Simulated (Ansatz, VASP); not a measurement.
# BP: VASP beside Ansatz

File INCAR:

```
SYSTEM = BP
PREC = Accurate
ENCUT = 520
EDIFF = 1E-6
ISMEAR = 0
SIGMA = 0.05
LREAL = .False.
LASPH = .True.
NELM = 80
ALGO = Normal
ISIF = 2
LWAVE = .False.
LCHARG = .False.
GGA = PE
NBANDS = 11
```

The input KPOINTS:

```
regular mesh
0
Gamma
  12 12 12
  0 0 0
```

File POSCAR:

```
BP
1.0
    0.0000000000      2.2323968251      2.3440166664
    2.2323968251      0.0000000000      2.3440166664
    2.2323968251      2.2323968251      0.0000000000
B P
1 1
Direct
    0.0000000000      0.0000000000      0.0000000000
    0.7500000000      0.7500000000      0.7500000000
```

Input for Ansatz:

```yaml
crystal:
  lattice:
    - [0.0, 2.2323968251, 2.3440166664]
    - [2.2323968251, 0.0, 2.3440166664]
    - [2.2323968251, 2.2323968251, 0.0]
  atoms:
    - { symbol: B, position: [0.0, 0.0, 0.0] }
    - { symbol: P, position: [0.75, 0.75, 0.75] }
basis:
  ecutwfc: 420
kpoints:
  mp_grid: { grid: [12, 12, 12] }
hamiltonian:
  xc: pbe
scf:
  occupations: { method: gaussian, width: 0.05 }
output:
  forces: true
  stress: true
  eigenvalues: true
```

Alike in both runs: task single point; functional PBE; k mesh 12 × 12 × 12; occupations gaussian, width 0.05 eV; no spin polarisation.

|  | VASP | Ansatz |
| --- | --- | --- |
| version | VASP 6.6.1 | Ansatz 0.2.0 |
| potentials or method | VASP PAW PBE potentials, release 64 (B, P), cutoff 520 eV | scalar-relativistic, plane waves, PAW |
| valence electrons in the cell | 8 | 8 |

Ansatz gave:

- gap on the k mesh at the Fermi level (eV): 0.87
- least direct gap on the mesh (eV): 3.16
- pressure (GPa): 1.1
- traceless stress, the component that is largest in VASP (GPa): -9.28

**Question.** What did VASP give for the same quantities?

**Answer.** gap on the k mesh at the Fermi level (eV): 0.87; least direct gap on the mesh (eV): 3.15; pressure (GPa): 0.9; traceless stress, the component that is largest in VASP (GPa): -9.29.
